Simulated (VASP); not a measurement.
Input of a VASP 6.6.1 run:

Contents of INCAR:

```
SYSTEM = TiC
ALGO = Normal ; EDIFF = 1E-7
ENCUT = 520 ; GGA = PE
ISIF = 2 ; ISMEAR = -1
LASPH = .True. ; LCHARG = .False.
LREAL = .False. ; LWAVE = .False.
NBANDS = 15 ; NELM = 100
PREC = Accurate ; SIGMA = 0.1
```

Contents of KPOINTS:

```
k-points
0
Gamma
  17 17 17
  0 0 0
```

File POSCAR:

```
TiC
1.0
    0.0000000000      1.9235030705      1.9235030705
    1.9235030705      0.0000000000      1.9235030705
    1.9235030705      1.9235030705      0.0000000000
Ti C
1 1
Direct
    0.0000000000      0.0000000000      0.0000000000
    0.5000000000      0.5000000000      0.5000000000
```

Potentials or basis: VASP PAW PBE potentials, release 64 (Ti_sv, C).

Run with:

```sh
$ cat potpaw_PBE.64/Ti_sv/POTCAR potpaw_PBE.64/C/POTCAR > POTCAR
$ mpirun -np 1 vasp_std > vasp.out
```

What does it give for the pressure?

179.0 GPa.

What does it give for the band gap on the k mesh?

Zero (bands 8 and 9 overlap by 1.14 eV).

Caveat: the cell stands under pressure.
